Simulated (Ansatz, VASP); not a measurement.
# Te: VASP beside Ansatz

File INCAR:

```
PREC = Accurate
ENCUT = 500
EDIFF = 1E-6
ISMEAR = 0
SIGMA = 0.1
LREAL = F
LASPH = T
NELM = 120
ALGO = Normal
ISIF = 2
LWAVE = F
LCHARG = F
GGA = PE
NBANDS = 9
GGA_COMPAT = F
```

The input KPOINTS:

```
Automatic mesh
0
Gamma
  6 6 6
```

The input POSCAR:

```
Te
1.0
    2.3059043427      1.3313144930      1.6909537039
   -2.3059043427      1.3313144930      1.6909537039
    0.0000000000     -2.6626289859      1.6909537039
Te
1
Direct
    0.5000000000      0.5000000000      0.5000000000
```

Input for Ansatz:

```yaml
crystal:
  lattice:
    - [2.3059043427, 1.331314493, 1.6909537039]
    - [-2.3059043427, 1.331314493, 1.6909537039]
    - [0.0, -2.6626289859, 1.6909537039]
  atoms:
    - { symbol: Te, position: [0.5, 0.5, 0.5] }
basis:
  ecutwfc: 420
kpoints:
  mp_grid: { grid: [6, 6, 6] }
hamiltonian:
  xc: pbe
scf:
  occupations: { method: gaussian, width: 0.1 }
  lower_state_search: "off"
output:
  forces: true
  stress: true
  eigenvalues: true
```

Alike in both runs: task single point; functional PBE; k mesh 6 × 6 × 6; occupations gaussian, width 0.1 eV; no spin polarisation.

```csv
,VASP,Ansatz
version,VASP 6.6.1,Ansatz 0.2.0
potentials or method,"VASP PAW PBE potentials, release 64 (Te), cutoff 500 eV","scalar-relativistic, plane waves, PAW"
valence electrons in the cell,6,16
```

|  | VASP | Ansatz | Ansatz less VASP |
| --- | --- | --- | --- |
| gap on the k mesh at the Fermi level (eV) | none | none | - |
| pressure (GPa) | 2.0 | 2.0 | +0.05 |
| traceless stress, the component that is largest in VASP (GPa) | 0.78 | 0.79 | +0.004 |

A gap of «none» marks a metal or a gap that the smearing closes. With one functional, cell and mesh, what is left measures potentials, basis and numerics. VASP's potentials hold 6 valence electrons a cell and Ansatz's 16, so a difference there can come from the potentials and not from the codes.

Spin-orbit coupling is off throughout.
